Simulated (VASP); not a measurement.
# Be3Sb2 (P-4m2) in VASP: further runs

Be3Sb2 is run at these levels: PBE; tasks: single point, relaxation of cell and atoms.

Program: VASP 6.6.1. These are calculated values, not measurements. Logs are shortened: lines on timing, memory, paths and dates and some standing lists are left out, and cuts for length are marked.

**1. The cell of the first run**

The structure is tetragonal, space group P-4m2 (No. 115). The conventional cell has a = 3.998 Å, b = 3.998 Å, c = 5.925 Å, α = 90.00°, β = 90.00°, γ = 90.00°. Within 3.3 Å of Be (site symmetry -4m2) lie 4 Sb at 2.46 Å and 2 Be at 2.96 Å. Within 3.3 Å of Be (site symmetry -4m2) lie 4 Sb at 2.51 Å and 4 Be at 2.83 Å. Be (site symmetry -4m2) has 4 Sb at 2.51 Å and 6 Be at 2.83 to 2.96 Å within 3.3 Å. Within 3.3 Å of Sb (site symmetry 2mm) lie 6 Be at 2.46 to 2.51 Å.

**2. Single point, PBE**

Contents of INCAR:

```
SYSTEM = Be3Sb2
PREC     = Accurate       ! precision mode
ENCUT    = 520            ! plane-wave cutoff, eV
EDIFF    = 1E-6           ! SCF threshold, eV
ISMEAR   = 0              ! smearing method
SIGMA    = 0.1            ! smearing width, eV
LREAL    = .False.        ! projectors in reciprocal space
LASPH    = .True.         ! aspherical terms in the spheres
NELM     = 100            ! most SCF steps
ALGO     = Normal         ! electronic algorithm
ISIF     = 2              ! what is computed and relaxed
LWAVE    = .False.        ! write WAVECAR
LCHARG   = .False.        ! write CHGCAR
GGA      = PE             ! functional
NBANDS   = 16             ! bands
```

Contents of KPOINTS:

```
Automatic mesh
0
Gamma
  10 10 6
  0 0 0
```

Contents of POSCAR:

```
Be3Sb2
1.0
    3.9975168280      0.0000000000      0.0000000000
    0.0000000000      3.9975168280      0.0000000000
    0.0000000000      0.0000000000      5.9253658992
Be Sb
3 2
Direct
    0.0000000000      0.0000000000      0.0000000000
    0.5000000000      0.5000000000      0.5000000000
    0.0000000000      0.0000000000      0.5000000000
    0.5000000000      0.0000000000      0.7570777899
    0.0000000000      0.5000000000      0.2429222101
```

Potentials or basis: VASP PAW PBE potentials, release 64 (Be, Sb).

Launch:

```sh
> cat potpaw_PBE.64/Be/POTCAR potpaw_PBE.64/Sb/POTCAR > POTCAR
> mpirun -np 1 vasp_std > vasp.out
```

OUTCAR:

```text
SYSTEM = Be3Sb2
   PREC = Accurate
   ENCUT = 520
   EDIFF = 1E-6
   ISMEAR = 0
   LREAL = .False.
   LASPH = .True.
   NELM = 100
   ISIF = 2
   GGA = PE

 ion  position               nearest neighbor table
   1  0.000  0.000  0.000-   4 2.46   5 2.46   5 2.46   4 2.46
   2  0.500  0.500  0.500-   4 2.51   5 2.51   4 2.51   5 2.51
   3  0.000  0.000  0.500-   4 2.51   5 2.51   5 2.51   4 2.51
   4  0.500  0.000  0.757-   1 2.46   1 2.46   3 2.51   2 2.51   2 2.51   3 2.51
   5  0.000  0.500  0.243-   1 2.46   1 2.46   3 2.51   2 2.51   3 2.51   2 2.51

  LATTYP: Found a simple tetragonal cell.
 ALAT       =     3.9975168280
 C/A-ratio  =     1.4822616525

  Lattice vectors:

 A1 = (   3.9975168280,   0.0000000000,   0.0000000000)
 A2 = (   0.0000000000,   3.9975168280,   0.0000000000)
 A3 = (   0.0000000000,   0.0000000000,   5.9253658992)

Analysis of symmetry for initial positions (statically):
=====================================================================
 Subroutine PRICEL returns:
 Original cell was already a primitive cell.

 Routine SETGRP: Setting up the symmetry group for a
 simple tetragonal supercell.

 Subroutine GETGRP returns: Found  8 space group operations
 (whereof  8 operations were pure point group operations)
 out of a pool of 16 trial point group operations.

The static configuration has the point symmetry D_2d.

Analysis of symmetry for dynamics (positions and initial velocities):
=====================================================================
 Subroutine PRICEL returns:
 Original cell was already a primitive cell.

 Routine SETGRP: Setting up the symmetry group for a
 simple tetragonal supercell.

 Subroutine GETGRP returns: Found  8 space group operations
 (whereof  8 operations were pure point group operations)
 out of a pool of 16 trial point group operations.

The dynamic configuration has the point symmetry D_2d.

 Subroutine INISYM returns: Found  8 space group operations
 (whereof  8 operations are pure point group operations),
 and found     1 'primitive' translations

----------------------------------------------------------------------------------------

                                     Primitive cell

  volume of cell :      94.6882

  direct lattice vectors                    reciprocal lattice vectors
     3.997516828  0.000000000  0.000000000     0.250155295  0.000000000  0.000000000
     0.000000000  3.997516828  0.000000000     0.000000000  0.250155295  0.000000000
     0.000000000  0.000000000  5.925365899     0.000000000  0.000000000  0.168765949

  length of vectors
     3.997516828  3.997516828  5.925365899     0.250155295  0.250155295  0.168765949

  position of ions in fractional coordinates (direct lattice)
     0.000000000  0.000000000  0.000000000
     0.500000000  0.500000000  0.500000000
     0.000000000  0.000000000  0.500000000
     0.500000000  0.000000000  0.757077790
     0.000000000  0.500000000  0.242922210

  ion indices of the primitive-cell ions
   primitive index   ion index
                 1           1
                 2           2
                 3           3
                 4           4
                 5           5

----------------------------------------------------------------------------------------

 KPOINTS: Automatic mesh

Automatic generation of k-mesh.
 Grid dimensions read from file:
 generate k-points for:   10   10    6

 Generating k-lattice:

  Cartesian coordinates                     Fractional coordinates (reciprocal lattice)
     0.025015529  0.000000000  0.000000000     0.100000000  0.000000000  0.000000000
     0.000000000  0.025015529  0.000000000     0.000000000  0.100000000  0.000000000
     0.000000000  0.000000000  0.028127658     0.000000000  0.000000000  0.166666667

  Length of vectors
     0.025015529  0.025015529  0.028127658

  Shift w.r.t. Gamma in fractional coordinates (k-lattice)
     0.000000000  0.000000000  0.000000000

 Subroutine IBZKPT returns following result:
 ===========================================

 Found     84 irreducible k-points:

 Following reciprocal coordinates:
            Coordinates               Weight
  0.000000  0.000000  0.000000      1.000000
  0.100000  0.000000  0.000000      4.000000
  0.200000  0.000000  0.000000      4.000000
  0.300000  0.000000  0.000000      4.000000
  0.400000  0.000000  0.000000      4.000000
  0.500000  0.000000  0.000000      2.000000
[... 16 lines left out ...]
  0.100000  0.000000  0.166667      8.000000
  0.200000  0.000000  0.166667      8.000000
 [... further k-points ...]
   k-points           NKPTS =     84   k-points in BZ     NKDIM =     84   number of bands    NBANDS=     16
   number of dos      NEDOS =    301   number of ions     NIONS =      5
   total plane-waves  NPLWV =  43200
   dimension x,y,z NGX =    30 NGY =   30 NGZ =   48
   dimension x,y,z NGXF=    60 NGYF=   60 NGZF=   96
   ions per type =               3   2
   NGX,Y,Z   is equivalent  to a cutoff of  12.48, 12.48, 13.47 a.u.
   NGXF,Y,Z  is equivalent  to a cutoff of  24.95, 24.95, 26.93 a.u.
 SYSTEM =  Be3Sb2
   PREC   = accura    normal or accurate (medium, high low for compatibility)
   ISTART =      0    job   : 0-new  1-cont  2-samecut
   ICHARG =      2    charge: 1-file 2-atom 10-const
   ISPIN  =      1    spin polarized calculation?
   LNONCOLLINEAR =      F non collinear calculations
   LSORBIT =      F    spin-orbit coupling
   LASPH  =      T    aspherical Exc in radial PAW
   ENCUT  =  520.0 eV  38.22 Ry    6.18 a.u.   7.43  7.43 11.02*2*pi/ulx,y,z
   NELM   =    100;   NELMIN=  2; NELMDL= -5     # of ELM steps
   EDIFF  = 0.1E-05   stopping-criterion for ELM
   LREAL  =      F    real-space projection
   EDIFFG = 0.1E-04   stopping-criterion for IOM
   NSW    =      0    number of steps for IOM
   IBRION =     -1    ionic relax: 0-MD 1-quasi-New 2-CG
   NFREE  =      0    steps in history (QN), initial steepest desc. (CG)
   ISIF   =      2    stress and relaxation
   ISYM   =      2    0-nonsym 1-usesym 2-fastsym
   POTIM  = 0.5000    time-step for ionic-motion
   TEBEG  =    0.0;   TEEND  =   0.0 temperature during run
   PSTRESS=    0.0 pullay stress
   NELECT =      16.0000    total number of electrons
   NUPDOWN=      -1.0000    fix difference up-down
   EMIN   =  10.00;   EMAX   =-10.00  energy-range for DOS
   EFERMI =   0.00;   METHOD = LEGACY
   ISMEAR =     0;   SIGMA  =   0.10  broadening in eV -4-tet -1-fermi 0-gaus
   EFERMI_NEDOS =   21; number of points for ismear=-14 and -15
   IALGO  =     38    algorithm
   IMIX   =      4    mixing-type and parameters
     AMIX     =   0.40;   BMIX     =  1.00
     AMIX_MAG =   1.60;   BMIX_MAG =  1.00
  volume/ion in A,a.u.               =      18.94       127.80
  Fermi-wavevector in a.u.,A,eV,Ry     =   0.905072  1.710337 11.145273  0.819154
  Thomas-Fermi vector in A             =   2.028595
   LORBIT       =      0    0 simple, 1 ext, 2 COOP (PROOUT), +10 PAW based schemes
   GGA     = PE    functional components
   LHFCALC =     F    Hartree Fock is set to
   AEXX    =    0.0000 exact exchange contribution
   IVDW    =     0    specifies the selected vdW correction
   LEPSILON=     F    determine dielectric tensor
   LRPA    =     F    only Hartree local field effects (RPA)
 non-spin polarized calculation
 Gauss-broadening in eV      SIGMA  =   0.10
  energy-cutoff  :      520.00
  volume of cell :       94.69
 maximum number of plane-waves:      2598
 NGX is ok and might be reduce to    30
   NGX = 15   NGY = 15   NGZ = 23

 number of electron      16.0000001 magnetization

 Free energy of the ion-electron system (eV)
  ---------------------------------------------------
  ext. energy  EPLUGINS =         0.00000000
  ---------------------------------------------------
  free energy    TOTEN  =       -18.07206117 eV

  energy without entropy =      -18.06985162  energy(sigma->0) =      -18.07095639

 E-fermi :   6.0211     XC(G=0):  -9.3397

 val. band max:        5.9299488556   @ k =   0.5000   0.4000   0.1667
 cond. band min:       6.0228791570   @ k =   0.3000   0.0000   0.0000
 fundamental gap:      0.0929303014
 Fermi energy:         6.0211497799

 k-point     1 :       0.0000    0.0000    0.0000
  band No.  band energies     occupation
      1      -5.7572      2.00000
      2      -3.5122      2.00000
      3       0.0974      2.00000
      4       2.8908      2.00000
      5       2.8908      2.00000
      6       6.1267      0.13546
[... 8 lines left out ...]
     15      12.0297      0.00000
     16      12.0909      0.00000

 k-point     2 :       0.1000    0.0000    0.0000
  band No.  band energies     occupation
      1      -5.6833      2.00000
      2      -3.4904      2.00000
      3       0.1726      2.00000
      4       2.4132      2.00000
      5       2.9681      2.00000
      6       5.5895      2.00000
[... 8 lines left out ...]
     15      12.0695      0.00000
     16      12.1285      0.00000

 k-point     3 :       0.2000    0.0000    0.0000
  band No.  band energies     occupation
      1      -5.4655      2.00000
      2      -3.4544      2.00000
      3       0.3938      2.00000
      4       1.5481      2.00000
      5       3.1945      2.00000
      6       4.3001      2.00000
[... 8 lines left out ...]
     15      11.3182      0.00000
     16      12.2509      0.00000

 k-point     4 :       0.3000    0.0000    0.0000
  band No.  band energies     occupation
      1      -5.1179      2.00000
      2      -3.4949      2.00000
      3       0.6860      2.00000
      4       0.9293      2.00000
      5       3.1070      2.00000
      6       3.5487      2.00000
[... 8 lines left out ...]
     15      11.1623      0.00000
     16      12.4149      0.00000

 k-point     5 :       0.4000    0.0000    0.0000
  band No.  band energies     occupation
      1      -4.6753      2.00000
      2      -3.7178      2.00000
      3       0.5186      2.00000
      4       1.2730      2.00000
      5       2.1975      2.00000
      6       2.9804      2.00000
[... 8 lines left out ...]
     15      11.9389      0.00000
     16      12.0031      0.00000

 k-point     6 :       0.5000    0.0000    0.0000
  band No.  band energies     occupation
      1      -4.3048      2.00000
      2      -4.0178      2.00000
      3       0.5044      2.00000
      4       1.5777      2.00000
      5       1.8732      2.00000
      6       2.4747      2.00000
[... 8 lines left out ...]
     15      11.3689      0.00000
     16      11.5328      0.00000
[... 267 lines left out ...]
 k-point    21 :       0.5000    0.5000    0.0000
  band No.  band energies     occupation
      1      -3.2810      2.00000
      2      -3.2810      2.00000
      3      -0.3481      2.00000
      4       1.0950      2.00000
      5       1.8632      2.00000
      6       2.7295      2.00000
[... 8 lines left out ...]
     15      13.8607      0.00000
     16      15.2383      0.00000

 k-point    22 :       0.0000    0.0000    0.1667
  band No.  band energies     occupation
      1      -5.6673      2.00000
      2      -3.7812      2.00000
      3       0.5280      2.00000
      4       2.9903      2.00000
      5       2.9903      2.00000
      6       5.4987      2.00000
[... 8 lines left out ...]
     15      11.5252      0.00000
     16      12.3248      0.00000

 k-point    23 :       0.1000    0.0000    0.1667
  band No.  band energies     occupation
      1      -5.5943      2.00000
      2      -3.7470      2.00000
      3       0.5630      2.00000
      4       2.5367      2.00000
      5       3.0661      2.00000
      6       4.7117      2.00000
[... 8 lines left out ...]
     15      11.6771      0.00000
     16      12.1031      0.00000

 k-point    24 :       0.2000    0.0000    0.1667
  band No.  band energies     occupation
      1      -5.3796      2.00000
      2      -3.6692      2.00000
      3       0.5809      2.00000
      4       1.8149      2.00000
      5       3.2875      2.00000
      6       3.5467      2.00000
[... 8 lines left out ...]
     15      11.4140      0.00000
     16      11.9559      0.00000

 [... further k-points ...]

------------------------ aborting loop because EDIFF is reached ----------------------------------------

  FORCE on cell =-STRESS in cart. coord.  units (eV):
  Direction    XX          YY          ZZ          XY          YZ          ZX
  --------------------------------------------------------------------------------------
  -------------------------------------------------------------------------------------
  Total        0.1967456      0.1967456      0.2422024      0.0000000      0.0000000      0.0000000
  in kB        3.3290462      3.3290462      4.0982011      0.0000000      0.0000000      0.0000000
  external PRESSURE =       3.5854312 kB  Pullay stress =       0.0000000 kB

 VOLUME and BASIS-vectors are now :
 -----------------------------------------------------------------------------
  energy-cutoff  :      520.00
  volume of cell :       94.69
      direct lattice vectors                 reciprocal lattice vectors
     3.997516828  0.000000000  0.000000000     0.250155295  0.000000000  0.000000000
     0.000000000  3.997516828  0.000000000     0.000000000  0.250155295  0.000000000
     0.000000000  0.000000000  5.925365899     0.000000000  0.000000000  0.168765949

 POSITION                                       TOTAL-FORCE (eV/Angst)
 -----------------------------------------------------------------------------------
      0.00000      0.00000      0.00000         0.000000     -0.000000     -0.000000
      1.99876      1.99876      2.96268        -0.000000      0.000000     -0.000000
      0.00000      0.00000      2.96268         0.000000     -0.000000     -0.000000
      1.99876      0.00000      4.48596         0.000000     -0.000000      0.030418
      0.00000      1.99876      1.43940         0.000000     -0.000000     -0.030418
 -----------------------------------------------------------------------------------
    total drift:                               -0.000000     -0.000000      0.000000

  FREE ENERGIE OF THE ION-ELECTRON SYSTEM (eV)
  ---------------------------------------------------
  free  energy   TOTEN  =       -18.0720611658 eV

  energy  without entropy=      -18.0698516171  energy(sigma->0) =      -18.07095639
```

It took 81 s on 1 thread of Intel Xeon Platinum 8375C at 2.90GHz (Ice Lake), shared host; peak memory 0.27 GiB.

Results:

```yaml
Free_energy: -18.0721 eV
Pressure: 0.4 GPa
Largest_force: 0.030 eV/Å
Band_gap_on_the_k_mesh: zero (band 8 reaches 6.47 eV, above the bottom of band 9 at 5.44 eV)
```

Forces on the atoms (eV/Å):
```
Be   0.000  0.000  0.000
Be   0.000  0.000  0.000
Be   0.000  0.000  0.000
Sb   0.000  0.000  0.030
Sb   0.000  0.000 -0.030
```

Caveat: spin-orbit coupling is left out, which moves the levels of the heavy elements.

**3. Relaxation of cell and atoms, PBE**

This run uses another cell than the first one, of 18.98 Å³/atom, 1.002 times its volume.

Contents of INCAR:

```
SYSTEM = Be3Sb2
  ALGO = Normal
  EDIFF = 1E-7
  EDIFFG = -0.01
  ENCUT = 600
  GGA = PE
  IBRION = 2
  ISIF = 3
  ISMEAR = 0
  LASPH = .TRUE.
  LCHARG = .FALSE.
  LREAL = .FALSE.
  LWAVE = .FALSE.
  NELM = 100
  NSW = 100
  PREC = Accurate
  SIGMA = 0.1
```

Contents of KPOINTS:

```
k-points
0
G
  10 10 6
  0 0 0
```

Contents of POSCAR:

```
Be3Sb2
1.0
    4.0159845952      0.0000000000      0.0000000000
    0.0000000000      4.0159845952      0.0000000000
    0.0000000000      0.0000000000      5.8834553350
Be Sb
3 2
Direct
    0.0000000000      0.0000000000      0.0000000000
    0.5000000000      0.5000000000      0.5000000000
    0.0000000000      0.0000000000      0.5000000000
    0.5000000000      0.0000000000      0.7565739263
    0.0000000000      0.5000000000      0.2434260737
```

Potentials or basis: VASP PAW PBE potentials, release 64 (Be, Sb).

Launch:

```sh
> cat potpaw_PBE.64/Be/POTCAR potpaw_PBE.64/Sb/POTCAR > POTCAR
> mpirun -np 1 vasp_std > vasp.out
```

It took 3.7 min on 1 thread of Intel Xeon Platinum 8375C at 2.90GHz (Ice Lake), shared host; peak memory 0.31 GiB.

Results (log left out):

| Property | Result |
| --- | --- |
| Free energy | -18.0728 eV |
| Relaxed volume | 19.03 Å³/atom |
| Relaxed cell | a = 4.003 Å, b = 4.003 Å, c = 5.937 Å, α = 90.00°, β = 90.00°, γ = 90.00° |
| Space group after relaxing (to 0.05 Å) | P-4m2 (No. 115) |
| Energy gained by relaxing | 0.5 meV/atom |
| Ionic steps | 7 |
| Pressure after relaxing | 0.0 GPa |
| Largest force after relaxing | 0.009 eV/Å |
| Band gap on the k mesh | zero (band 8 reaches 6.42 eV, above the bottom of band 9 at 5.39 eV) |

Forces in eV/Å, atoms in the order of the input:
```
Be   0.000  0.000  0.000
Be   0.000  0.000  0.000
Be   0.000  0.000  0.000
Sb   0.000  0.000 -0.009
Sb   0.000  0.000  0.009
```

The path:
| step | energy change (eV) | largest force (eV/Å) | pressure (GPa) | volume (Å³) |
| --- | --- | --- | --- | --- |
| 1 | 0.0000 | 0.0780 | 0.26 | 94.89 |
| 2 | -0.0017 | 0.0122 | -0.08 | 95.32 |
| 3 | -0.0018 | 0.0134 | -0.22 | 95.49 |
| 4 | -0.0024 | 0.0186 | -0.06 | 95.25 |
| 5 | -0.0025 | 0.0210 | 0.00 | 95.14 |
| 6 | -0.0025 | 0.0212 | 0.01 | 95.13 |
| 7 | -0.0025 | 0.0091 | 0.02 | 95.14 |

Final structure:
```
Be Sb
1.0
     4.00334    0.00000    0.00000
     0.00000    4.00334    0.00000
     0.00000    0.00000    5.93655
Be Sb
3 2
Cartesian
  0.0000 0.0000 0.0000
  2.0017 2.0017 2.9683
  0.0000 0.0000 2.9683
  2.0017 0.0000 4.4964
  0.0000 2.0017 1.4401
```

Levels at points of the mesh, in eV from the Fermi level:
```
           k point  band 6  band 7  band 8  band 9  band 10  band 11
(0.00, 0.00, 0.00)    0.10    0.45    0.45    0.72     0.84     1.93
(0.50, 0.00, 0.00)   -3.53   -1.79   -0.65    1.80     2.74     2.77
(0.50, 0.50, 0.00)   -3.28   -3.28   -2.32   -0.58     0.81     0.81
(0.00, 0.00, 0.50)   -2.53   -1.39   -1.39    0.79     1.50     2.19
(0.50, 0.00, 0.50)   -1.63   -1.12   -0.57    1.08     1.76     2.02
(0.50, 0.50, 0.50)   -3.87   -3.87   -3.34    2.17     2.43     3.74
```

Caveat: spin-orbit coupling is left out, which moves the levels of the heavy elements.

(Continued in part 2 of 2.)
